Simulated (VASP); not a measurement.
# H2 in VASP: single point with PBE

Aim: the single point of H2 with PBE.

Everything below comes from runs of VASP 6.6.1. Logs are shortened: lines on timing, memory, paths and dates and some standing lists are left out, and cuts for length are marked.

### Step 1. The cell of the first run

The cell holds a molecule in a box, 2 atoms: a = 10.000 Å, b = 10.300 Å, c = 10.600 Å, α = 90.00°, β = 90.00°, γ = 90.00°.

### Step 2. Single point, PBE

The input, INCAR:

```
SYSTEM = H
ALGO = Normal
EDIFF = 1E-6
ENCUT = 400
GGA = PE
GGA_COMPAT = .False.
ISIF = 2
ISMEAR = 0
LASPH = .True.
LCHARG = .False.
LREAL = .False.
LWAVE = .False.
NBANDS = 8
NELM = 120
NELMDL = -8
PREC = Accurate
SIGMA = 0.01
```

The input, KPOINTS:

```
k-points
0
Gamma
  1 1 1
  0 0 0
```

The input, POSCAR:

```
H
1.0
   10.0000000000      0.0000000000      0.0000000000
    0.0000000000     10.3000000000      0.0000000000
    0.0000000000      0.0000000000     10.6000000000
H
2
Direct
    0.5000000000      0.4854370000      0.4363090000
    0.5000000000      0.4854370000      0.5070870000
```

Potentials or basis: VASP PAW PBE potentials, release 64 (H).

Command:

```sh
> cat potpaw_PBE.64/H/POTCAR > POTCAR
> mpirun -np 1 vasp_gam > vasp.out
```

OUTCAR:

```text
SYSTEM = H
   EDIFF = 1E-6
   ENCUT = 400
   GGA = PE
   ISIF = 2
   ISMEAR = 0
   LASPH = .True.
   LREAL = .False.
   NELM = 120
   NELMDL = -8
   PREC = Accurate

 ion  position               nearest neighbor table
   1  0.500  0.485  0.436-   2 0.75
   2  0.500  0.485  0.507-   1 0.75

  LATTYP: Found a simple orthorhombic cell.
 ALAT       =    10.0000000000
 B/A-ratio  =     1.0300000000
 C/A-ratio  =     1.0600000000

  Lattice vectors:

 A1 = (  10.0000000000,   0.0000000000,   0.0000000000)
 A2 = (   0.0000000000,  10.3000000000,   0.0000000000)
 A3 = (   0.0000000000,   0.0000000000,  10.6000000000)

Analysis of symmetry for initial positions (statically):
=====================================================================
 Subroutine PRICEL returns:
 Original cell was already a primitive cell.

 Routine SETGRP: Setting up the symmetry group for a
 simple orthorhombic supercell.

 Subroutine GETGRP returns: Found  8 space group operations
 (whereof  2 operations were pure point group operations)
 out of a pool of  8 trial point group operations.

The static configuration has the point symmetry C_1h.
 The point group associated with its full space group is D_2h.

Analysis of symmetry for dynamics (positions and initial velocities):
=====================================================================
 Subroutine PRICEL returns:
 Original cell was already a primitive cell.

 Routine SETGRP: Setting up the symmetry group for a
 simple orthorhombic supercell.

 Subroutine GETGRP returns: Found  8 space group operations
 (whereof  2 operations were pure point group operations)
 out of a pool of  8 trial point group operations.

The dynamic configuration has the point symmetry C_1h.
 The point group associated with its full space group is D_2h.

 Subroutine INISYM returns: Found  8 space group operations
 (whereof  2 operations are pure point group operations),
 and found     1 'primitive' translations

----------------------------------------------------------------------------------------

                                     Primitive cell

  volume of cell :    1091.8000

  direct lattice vectors                    reciprocal lattice vectors
    10.000000000  0.000000000  0.000000000     0.100000000  0.000000000  0.000000000
     0.000000000 10.300000000  0.000000000     0.000000000  0.097087379  0.000000000
     0.000000000  0.000000000 10.600000000     0.000000000  0.000000000  0.094339623

  length of vectors
    10.000000000 10.300000000 10.600000000     0.100000000  0.097087379  0.094339623

  position of ions in fractional coordinates (direct lattice)
     0.500000000  0.485437000  0.436309000
     0.500000000  0.485437000  0.507087000

  ion indices of the primitive-cell ions
   primitive index   ion index
                 1           1
                 2           2

----------------------------------------------------------------------------------------

 KPOINTS: k-points

Automatic generation of k-mesh.
 Grid dimensions read from file:
 generate k-points for:    1    1    1

 Generating k-lattice:

  Cartesian coordinates                     Fractional coordinates (reciprocal lattice)
     0.100000000  0.000000000  0.000000000     1.000000000  0.000000000  0.000000000
     0.000000000  0.097087379  0.000000000     0.000000000  1.000000000  0.000000000
     0.000000000  0.000000000  0.094339623     0.000000000  0.000000000  1.000000000

  Length of vectors
     0.100000000  0.097087379  0.094339623

  Shift w.r.t. Gamma in fractional coordinates (k-lattice)
     0.000000000  0.000000000  0.000000000

 Subroutine IBZKPT returns following result:
 ===========================================

 Found      1 irreducible k-points:

 Following reciprocal coordinates:
            Coordinates               Weight
  0.000000  0.000000  0.000000      1.000000
   k-points           NKPTS =      1   k-points in BZ     NKDIM =      1   number of bands    NBANDS=      8
   number of dos      NEDOS =    301   number of ions     NIONS =      2
   total plane-waves  NPLWV = 343000
   dimension x,y,z NGX =    70 NGY =   70 NGZ =   70
   dimension x,y,z NGXF=   140 NGYF=  140 NGZF=  140
   ions per type =               2
   NGX,Y,Z   is equivalent  to a cutoff of  11.64, 11.30, 10.98 a.u.
   NGXF,Y,Z  is equivalent  to a cutoff of  23.27, 22.60, 21.96 a.u.
 SYSTEM =  H
   PREC   = accura    normal or accurate (medium, high low for compatibility)
   ISTART =      0    job   : 0-new  1-cont  2-samecut
   ICHARG =      2    charge: 1-file 2-atom 10-const
   ISPIN  =      1    spin polarized calculation?
   LNONCOLLINEAR =      F non collinear calculations
   LSORBIT =      F    spin-orbit coupling
   LASPH  =      T    aspherical Exc in radial PAW
   ENCUT  =  400.0 eV  29.40 Ry    5.42 a.u.  16.31 16.80 17.29*2*pi/ulx,y,z
   NELM   =    120;   NELMIN=  2; NELMDL= -8     # of ELM steps
   EDIFF  = 0.1E-05   stopping-criterion for ELM
   LREAL  =      F    real-space projection
   EDIFFG = 0.1E-04   stopping-criterion for IOM
   NSW    =      0    number of steps for IOM
   IBRION =     -1    ionic relax: 0-MD 1-quasi-New 2-CG
   NFREE  =      0    steps in history (QN), initial steepest desc. (CG)
   ISIF   =      2    stress and relaxation
   ISYM   =      2    0-nonsym 1-usesym 2-fastsym
   POTIM  = 0.5000    time-step for ionic-motion
   TEBEG  =    0.0;   TEEND  =   0.0 temperature during run
   PSTRESS=    0.0 pullay stress
   NELECT =       2.0000    total number of electrons
   NUPDOWN=      -1.0000    fix difference up-down
   EMIN   =  10.00;   EMAX   =-10.00  energy-range for DOS
   EFERMI =   0.00;   METHOD = LEGACY
   ISMEAR =     0;   SIGMA  =   0.01  broadening in eV -4-tet -1-fermi 0-gaus
   EFERMI_NEDOS =   21; number of points for ismear=-14 and -15
   IALGO  =     38    algorithm
   IMIX   =      4    mixing-type and parameters
     AMIX     =   0.40;   BMIX     =  1.00
     AMIX_MAG =   1.60;   BMIX_MAG =  1.00
  volume/ion in A,a.u.               =     545.90      3683.92
  Fermi-wavevector in a.u.,A,eV,Ry     =   0.200311  0.378532  0.545924  0.040124
  Thomas-Fermi vector in A             =   0.954346
   LORBIT       =      0    0 simple, 1 ext, 2 COOP (PROOUT), +10 PAW based schemes
   GGA     = PE    functional components
   LHFCALC =     F    Hartree Fock is set to
   AEXX    =    0.0000 exact exchange contribution
   IVDW    =     0    specifies the selected vdW correction
   LEPSILON=     F    determine dielectric tensor
   LRPA    =     F    only Hartree local field effects (RPA)
 non-spin polarized calculation
 Gauss-broadening in eV      SIGMA  =   0.01
  energy-cutoff  :      400.00
  volume of cell :     1091.80
 maximum number of plane-waves:      9924
 NGX is ok and might be reduce to    70
   NGX = 33   NGY = 33   NGZ = 35

 number of electron       2.0000002 magnetization

 Free energy of the ion-electron system (eV)
  ---------------------------------------------------
  ext. energy  EPLUGINS =         0.00000000
  ---------------------------------------------------
  free energy    TOTEN  =        -6.76058053 eV

  energy without entropy =       -6.76058053  energy(sigma->0) =       -6.76058053

 E-fermi : -10.2334     XC(G=0):  -0.3520

 val. band max:      -10.3024906469   @ k =   0.0000   0.0000   0.0000
 cond. band min:      -0.1595748805   @ k =   0.0000   0.0000   0.0000
 fundamental gap:     10.1429157664
 Fermi energy:       -10.2333875852

 k-point     1 :       0.0000    0.0000    0.0000
  band No.  band energies     occupation
      1     -10.3025      2.00000
      2      -0.1596      0.00000
      3       0.3373      0.00000
      4       0.9122      0.00000
      5       0.9700      0.00000
      6       1.2129      0.00000
      7       1.2849      0.00000
      8       1.3769      0.00000

------------------------ aborting loop because EDIFF is reached ----------------------------------------

  FORCE on cell =-STRESS in cart. coord.  units (eV):
  Direction    XX          YY          ZZ          XY          YZ          ZX
  --------------------------------------------------------------------------------------
  -------------------------------------------------------------------------------------
  Total       -0.1181376     -0.1207206     -0.1449642     -0.0000000      0.0000000      0.0000000
  in kB       -0.1733627     -0.1771531     -0.2127298     -0.0000000      0.0000000      0.0000000
  external PRESSURE =      -0.1877485 kB  Pullay stress =       0.0000000 kB

 VOLUME and BASIS-vectors are now :
 -----------------------------------------------------------------------------
  energy-cutoff  :      400.00
  volume of cell :     1091.80
      direct lattice vectors                 reciprocal lattice vectors
    10.000000000  0.000000000  0.000000000     0.100000000  0.000000000  0.000000000
     0.000000000 10.300000000  0.000000000     0.000000000  0.097087379  0.000000000
     0.000000000  0.000000000 10.600000000     0.000000000  0.000000000  0.094339623

 POSITION                                       TOTAL-FORCE (eV/Angst)
 -----------------------------------------------------------------------------------
      5.00000      5.00000      4.62488         0.000000      0.000000     -0.011258
      5.00000      5.00000      5.37512         0.000000      0.000000      0.011258
 -----------------------------------------------------------------------------------
    total drift:                                0.000000     -0.000004      0.000003

  FREE ENERGIE OF THE ION-ELECTRON SYSTEM (eV)
  ---------------------------------------------------
  free  energy   TOTEN  =        -6.7605805285 eV

  energy  without entropy=       -6.7605805285  energy(sigma->0) =       -6.76058053
```

It took 64 s on 1 thread of AMD EPYC 7R13, shared host; peak memory 0.58 GiB.

What came out:

```
Free energy                     : -6.7606 eV
Largest force                   : 0.011 eV/Å
Gap between the frontier levels : 10.14 eV
```

Forces in eV/Å, atoms in the order of the input:
```
H    0.000  0.000 -0.011
H    0.000  0.000  0.011
```
